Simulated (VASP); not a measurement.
# Pt (Fm-3m) in VASP: further runs

Pt is run at these levels: PBEsol; tasks: relaxation of cell and atoms.

Everything below comes from runs of VASP 6.6.1. Logs are shortened: lines on timing, memory, paths and dates and some standing lists are left out, and cuts for length are marked.

## (1) The cell of the first run

Symmetry: Fm-3m, No. 225, cubic system. Conventional cell: a = 3.908 Å, b = 3.908 Å, c = 3.908 Å, α = 90.00°, β = 90.00°, γ = 90.00°. Within 3.6 Å of Pt (site symmetry m-3m) lie 12 Pt at 2.76 Å.

## (2) Relaxation of cell and atoms, PBEsol, target pressure 2.6 GPa, at which the enthalpy is minimised

Contents of INCAR:

```
  PREC = Accurate
  ENCUT = 600
  EDIFF = 1E-6
  ISMEAR = -1
  SIGMA = 0.1
  LREAL = False
  LASPH = True
  NELM = 100
  ALGO = Normal
  ISIF = 3
  LWAVE = False
  LCHARG = False
  GGA = PS
  IBRION = 2
  NSW = 60
  EDIFFG = -0.005
  PSTRESS = 26.0
```

Contents of KPOINTS:

```
regular mesh
0
Gamma
  17 17 17
```

Contents of POSCAR:

```
Pt
1.0
    0.0000000000      1.9539303582      1.9539303582
    1.9539303582      0.0000000000      1.9539303582
    1.9539303582      1.9539303582      0.0000000000
Pt
1
Direct
    0.0000000000      0.0000000000      0.0000000000
```

Potentials or basis: VASP PAW PBE potentials, release 64 (Pt).

Started as:

```sh
cat potpaw_PBE.64/Pt/POTCAR > POTCAR
mpirun -np 1 vasp_std > vasp.out
```

OUTCAR:

```text
PREC = Accurate
   ENCUT = 600
   EDIFF = 1E-6
   ISMEAR = -1
   LREAL = False
   LASPH = True
   NELM = 100
   ISIF = 3
   GGA = PS
   IBRION = 2
   NSW = 60
   EDIFFG = -0.005
   PSTRESS = 26.0

 ion  position               nearest neighbor table
   1  0.000  0.000  0.000-

  LATTYP: Found a face centered cubic cell.
 ALAT       =     3.9078607164

  Lattice vectors:

 A1 = (   0.0000000000,   1.9539303582,   1.9539303582)
 A2 = (   1.9539303582,   0.0000000000,   1.9539303582)
 A3 = (   1.9539303582,   1.9539303582,   0.0000000000)

Analysis of symmetry for initial positions (statically):
=====================================================================
 Subroutine PRICEL returns:
 Original cell was already a primitive cell.

 Routine SETGRP: Setting up the symmetry group for a
 face centered cubic supercell.

 Subroutine GETGRP returns: Found 48 space group operations
 (whereof 48 operations were pure point group operations)
 out of a pool of 48 trial point group operations.

The static configuration has the point symmetry O_h .

Analysis of symmetry for dynamics (positions and initial velocities):
=====================================================================
 Subroutine PRICEL returns:
 Original cell was already a primitive cell.

 Routine SETGRP: Setting up the symmetry group for a
 face centered cubic supercell.

 Subroutine GETGRP returns: Found 48 space group operations
 (whereof 48 operations were pure point group operations)
 out of a pool of 48 trial point group operations.

The dynamic configuration has the point symmetry O_h .

 Subroutine INISYM returns: Found 48 space group operations
 (whereof 48 operations are pure point group operations),
 and found     1 'primitive' translations

----------------------------------------------------------------------------------------

                                     Primitive cell

  volume of cell :      14.9196

  direct lattice vectors                    reciprocal lattice vectors
     0.000000000  1.953930358  1.953930358    -0.255894484  0.255894484  0.255894484
     1.953930358  0.000000000  1.953930358     0.255894484 -0.255894484  0.255894484
     1.953930358  1.953930358  0.000000000     0.255894484  0.255894484 -0.255894484

  length of vectors
     2.763274812  2.763274812  2.763274812     0.443222247  0.443222247  0.443222247

  position of ions in fractional coordinates (direct lattice)
     0.000000000  0.000000000  0.000000000

  ion indices of the primitive-cell ions
   primitive index   ion index
                 1           1

----------------------------------------------------------------------------------------

 KPOINTS: regular mesh

Automatic generation of k-mesh.
 Grid dimensions read from file:
 generate k-points for:   17   17   17

 Generating k-lattice:

  Cartesian coordinates                     Fractional coordinates (reciprocal lattice)
    -0.015052617  0.015052617  0.015052617     0.058823529  0.000000000  0.000000000
     0.015052617 -0.015052617  0.015052617     0.000000000  0.058823529  0.000000000
     0.015052617  0.015052617 -0.015052617     0.000000000  0.000000000  0.058823529

  Length of vectors
     0.026071897  0.026071897  0.026071897

  Shift w.r.t. Gamma in fractional coordinates (k-lattice)
     0.000000000  0.000000000  0.000000000

 Subroutine IBZKPT returns following result:
 ===========================================

 Found    165 irreducible k-points:

 Following reciprocal coordinates:
            Coordinates               Weight
  0.000000  0.000000  0.000000      1.000000
  0.058824  0.000000  0.000000      8.000000
  0.117647  0.000000  0.000000      8.000000
  0.176471  0.000000  0.000000      8.000000
  0.235294  0.000000  0.000000      8.000000
  0.294118  0.000000  0.000000      8.000000
[... 16 lines left out ...]
 -0.176471  0.058824  0.000000     24.000000
 -0.117647  0.058824  0.000000     24.000000
 [... further k-points ...]
   k-points           NKPTS =    165   k-points in BZ     NKDIM =    165   number of bands    NBANDS=      9
   number of dos      NEDOS =    301   number of ions     NIONS =      1
   total plane-waves  NPLWV =  13824
   dimension x,y,z NGX =    24 NGY =   24 NGZ =   24
   dimension x,y,z NGXF=    48 NGYF=   48 NGZF=   48
   ions per type =               1
   NGX,Y,Z   is equivalent  to a cutoff of  14.44, 14.44, 14.44 a.u.
   NGXF,Y,Z  is equivalent  to a cutoff of  28.88, 28.88, 28.88 a.u.
 SYSTEM =  unknown system
   PREC   = accura    normal or accurate (medium, high low for compatibility)
   ISTART =      0    job   : 0-new  1-cont  2-samecut
   ICHARG =      2    charge: 1-file 2-atom 10-const
   ISPIN  =      1    spin polarized calculation?
   LNONCOLLINEAR =      F non collinear calculations
   LSORBIT =      F    spin-orbit coupling
   LASPH  =      T    aspherical Exc in radial PAW
   ENCUT  =  600.0 eV  44.10 Ry    6.64 a.u.   5.52  5.52  5.52*2*pi/ulx,y,z
   NELM   =    100;   NELMIN=  2; NELMDL= -5     # of ELM steps
   EDIFF  = 0.1E-05   stopping-criterion for ELM
   LREAL  =      F    real-space projection
   EDIFFG = -.5E-02   stopping-criterion for IOM
   NSW    =     60    number of steps for IOM
   IBRION =      2    ionic relax: 0-MD 1-quasi-New 2-CG
   NFREE  =      1    steps in history (QN), initial steepest desc. (CG)
   ISIF   =      3    stress and relaxation
   ISYM   =      2    0-nonsym 1-usesym 2-fastsym
   POTIM  = 0.5000    time-step for ionic-motion
   TEBEG  =    0.0;   TEEND  =   0.0 temperature during run
   PSTRESS=   26.0 pullay stress
   NELECT =      10.0000    total number of electrons
   NUPDOWN=      -1.0000    fix difference up-down
   EMIN   =  10.00;   EMAX   =-10.00  energy-range for DOS
   EFERMI =   0.00;   METHOD = LEGACY
   ISMEAR =    -1;   SIGMA  =   0.10  broadening in eV -4-tet -1-fermi 0-gaus
   EFERMI_NEDOS =   21; number of points for ismear=-14 and -15
   IALGO  =     38    algorithm
   IMIX   =      4    mixing-type and parameters
     AMIX     =   0.40;   BMIX     =  1.00
     AMIX_MAG =   1.60;   BMIX_MAG =  1.00
  volume/ion in A,a.u.               =      14.92       100.68
  Fermi-wavevector in a.u.,A,eV,Ry     =   1.432702  2.707413 27.927780  2.052634
  Thomas-Fermi vector in A             =   2.552300
   LORBIT       =      0    0 simple, 1 ext, 2 COOP (PROOUT), +10 PAW based schemes
   GGA     = PS    functional components
   LHFCALC =     F    Hartree Fock is set to
   AEXX    =    0.0000 exact exchange contribution
   IVDW    =     0    specifies the selected vdW correction
   LEPSILON=     F    determine dielectric tensor
   LRPA    =     F    only Hartree local field effects (RPA)
 conjugate gradient relaxation of ions
 non-spin polarized calculation
  energy-cutoff  :      600.00
  volume of cell :       14.92
 maximum number of plane-waves:       531
 NGX is ok and might be reduce to    24
   NGX = 11   NGY = 11   NGZ = 11

--------------------------------------- Ionic step        1  -------------------------------------------

 number of electron      10.0000000 magnetization

 number of electron       9.9999999 magnetization

 Free energy of the ion-electron system (eV)
  ---------------------------------------------------
  ext. energy  EPLUGINS =         0.00000000
  ---------------------------------------------------
  free energy    TOTEN  =        -6.99352508 eV

  energy without entropy =       -6.94198007  energy(sigma->0) =       -6.96775257

------------------------ aborting loop because EDIFF is reached ----------------------------------------

  FORCE on cell =-STRESS in cart. coord.  units (eV):
  Direction    XX          YY          ZZ          XY          YZ          ZX
  --------------------------------------------------------------------------------------
  -------------------------------------------------------------------------------------
  Total        0.2170137      0.2170137      0.2170137      0.0000000     -0.0000000      0.0000000
  in kB       23.3045331     23.3045331     23.3045331      0.0000000     -0.0000000      0.0000000
  external PRESSURE =      -2.6954669 kB  Pullay stress =      26.0000000 kB
[... 59 lines left out ...]
  enthalpy is  TOTEN    =        -6.7513212113 eV   P V=        0.2412355855

--------------------------------------- Ionic step        3  -------------------------------------------

 number of electron       9.9999999 magnetization

 Free energy of the ion-electron system (eV)
  ---------------------------------------------------
  ext. energy  EPLUGINS =         0.00000000
  ---------------------------------------------------
  free energy    TOTEN  =        -6.99331930 eV

  energy without entropy =       -6.94184080  energy(sigma->0) =       -6.96758005

 E-fermi :  11.3365     XC(G=0): -13.6966

 val. band max:       11.3359671145   @ k =  -0.3529   0.4118   0.0588
 cond. band min:      11.3391789110   @ k =   0.4706   0.0000   0.0000
 fundamental gap:      0.0032117965
 Fermi energy:        11.3365448282

 k-point     1 :       0.0000    0.0000    0.0000
  band No.  band energies     occupation
      1       0.8940      2.00000
      2       7.4472      2.00000
      3       7.4472      2.00000
      4       7.4472      2.00000
      5       9.6679      2.00000
      6       9.6679      2.00000
      7      25.9133      0.00000
      8      30.9366      0.00000
      9      30.9366      0.00000
[... 265 lines left out ...]
 k-point    24 :      -0.1176    0.0588    0.0000
  band No.  band energies     occupation
      1       1.7519      2.00000
      2       7.0723      2.00000
      3       7.7535      2.00000
      4       7.7840      2.00000
      5       9.3329      2.00000
      6       9.7463      2.00000
      7      27.1579      0.00000
      8      28.0945      0.00000
      9      31.3154      0.00000

 [... further k-points ...]
[... 5 lines left out ...]
  --------------------------------------------------------------------------------------
  -------------------------------------------------------------------------------------
  Total        0.2443456      0.2443456      0.2443456     -0.0000000     -0.0000000     -0.0000000
  in kB       26.2633031     26.2633031     26.2633031     -0.0000000     -0.0000000     -0.0000000
  external PRESSURE =       0.2633031 kB  Pullay stress =      26.0000000 kB
[... 16 lines left out ...]
  FREE ENERGIE OF THE ION-ELECTRON SYSTEM (eV)
  ---------------------------------------------------
  free  energy   TOTEN  =        -6.9933193045 eV

  energy  without entropy=       -6.9418408039  energy(sigma->0) =       -6.96758005

  enthalpy is  TOTEN    =        -6.7514234388 eV   P V=        0.2418958658

 reached required accuracy - stopping structural energy minimisation
```

Run time: 24 s. Hardware: 1 thread of Intel Xeon Platinum 8375C at 2.90GHz (Ice Lake), shared host; peak memory 0.17 GiB.

Results:

```yaml
Free_energy: -6.9933 eV
Relaxed_volume: 14.91 Å³/atom
Relaxed_cell: a = 2.762 Å, b = 2.762 Å, c = 2.762 Å, α = 60.00°, β = 60.00°, γ = 60.00°
Space_group_after_relaxing_to_0.05_Å: Fm-3m (No. 225)
Energy_change_on_relaxing_the_enthalpy_is_what_falls: +0.2 meV/atom
Ionic_steps: 3
Pressure_after_relaxing: 2.6 GPa
Band_gap_on_the_k_mesh: zero (band 5 reaches 11.79 eV, above the bottom of band 6 at 9.57 eV)
```

The path:
| step | energy change (eV) | largest force (eV/Å) | pressure (GPa) | volume (Å³) |
| --- | --- | --- | --- | --- |
| 1 | 0.0000 | 0.0000 | 2.33 | 14.92 |
| 2 | 0.0010 | 0.0000 | 3.42 | 14.87 |
| 3 | 0.0002 | 0.0000 | 2.63 | 14.91 |

Final structure:
```cif
data_structure
_symmetry_space_group_name_H-M 'P 1'
_symmetry_Int_Tables_number 1
_cell_length_a 2.7624
_cell_length_b 2.7624
_cell_length_c 2.7624
_cell_angle_alpha 60.000
_cell_angle_beta 60.000
_cell_angle_gamma 60.000
_cell_volume 14.91
loop_
_atom_site_label
_atom_site_type_symbol
_atom_site_fract_x
_atom_site_fract_y
_atom_site_fract_z
_atom_site_occupancy
Pt1 Pt 0.00000 0.00000 0.00000 1
```

Caveat: the cell is relaxed towards a set pressure, so the enthalpy falls and the energy may rise; the PAW data sets were made with another functional, which shifts forces and pressure a little; spin-orbit coupling is left out, which moves the levels of the heavy elements.

## (3) Relaxation of cell and atoms, PBEsol, target pressure 2.6 GPa, at which the enthalpy is minimised

Contents of INCAR:

```
PREC = Accurate ; ENCUT = 600
EDIFF = 1E-6 ; ISMEAR = -1
SIGMA = 0.1 ; LREAL = False
LASPH = True ; NELM = 60
ALGO = Normal ; ISIF = 3
LWAVE = False ; LCHARG = False
GGA = PS ; IBRION = 2
NSW = 32 ; EDIFFG = -0.005
PSTRESS = 26.0
```

Contents of KPOINTS:

```
Automatic mesh
0
Gamma
  17 17 17
```

Contents of POSCAR:

```
Pt
1.0
    0.0000000000      1.9540278963      1.9540278963
    1.9540278963      0.0000000000      1.9540278963
    1.9540278963      1.9540278963      0.0000000000
Pt
1
Direct
    0.0000000000      0.0000000000      0.0000000000
```

Potentials or basis: VASP PAW PBE potentials, release 64 (Pt).

Started as:

```sh
cat potpaw_PBE.64/Pt/POTCAR > POTCAR
mpirun -np 1 vasp_std > vasp.out
```

Run time: 24 s. Hardware: 1 thread of Intel Xeon Platinum 8375C at 2.90GHz (Ice Lake), shared host; peak memory 0.16 GiB.

The run converged. Its results:

| Quantity | Value |
| --- | --- |
| Free energy | -6.9933 eV |
| Relaxed volume | 14.91 Å³/atom |
| Relaxed cell | a = 2.762 Å, b = 2.762 Å, c = 2.762 Å, α = 60.00°, β = 60.00°, γ = 60.00° |
| Space group after relaxing (to 0.05 Å) | Fm-3m (No. 225) |
| Energy change on relaxing (the enthalpy is what falls) | +0.2 meV/atom |
| Ionic steps | 3 |
| Pressure after relaxing | 2.6 GPa |
| Band gap on the k mesh | zero (band 5 reaches 11.79 eV, above the bottom of band 6 at 9.57 eV) |

Step by step:
```csv
step,energy change (eV),largest force (eV/Å),pressure (GPa),volume (Å³)
1,0.0000,0.0000,2.29,14.92
2,0.0011,0.0000,3.56,14.86
3,0.0002,0.0000,2.60,14.91
```

Final structure:
```cif
data_structure
_symmetry_space_group_name_H-M 'P 1'
_symmetry_Int_Tables_number 1
_cell_length_a 2.7624
_cell_length_b 2.7624
_cell_length_c 2.7624
_cell_angle_alpha 60.000
_cell_angle_beta 60.000
_cell_angle_gamma 60.000
_cell_volume 14.91
loop_
_atom_site_label
_atom_site_type_symbol
_atom_site_fract_x
_atom_site_fract_y
_atom_site_fract_z
_atom_site_occupancy
Pt1 Pt 0.00000 0.00000 0.00000 1
```

Levels at points of the mesh, in eV from the Fermi level:
| k point | band 3 | band 4 | band 5 | band 6 | band 7 | band 8 |
| --- | --- | --- | --- | --- | --- | --- |
| (0.00, 0.00, 0.00) | -3.89 | -3.89 | -1.67 | -1.67 | 14.58 | 19.60 |

Caveat: the cell is relaxed towards a set pressure, so the enthalpy falls and the energy may rise; the PAW data sets were made with another functional, which shifts forces and pressure a little; spin-orbit coupling is left out, which moves the levels of the heavy elements.
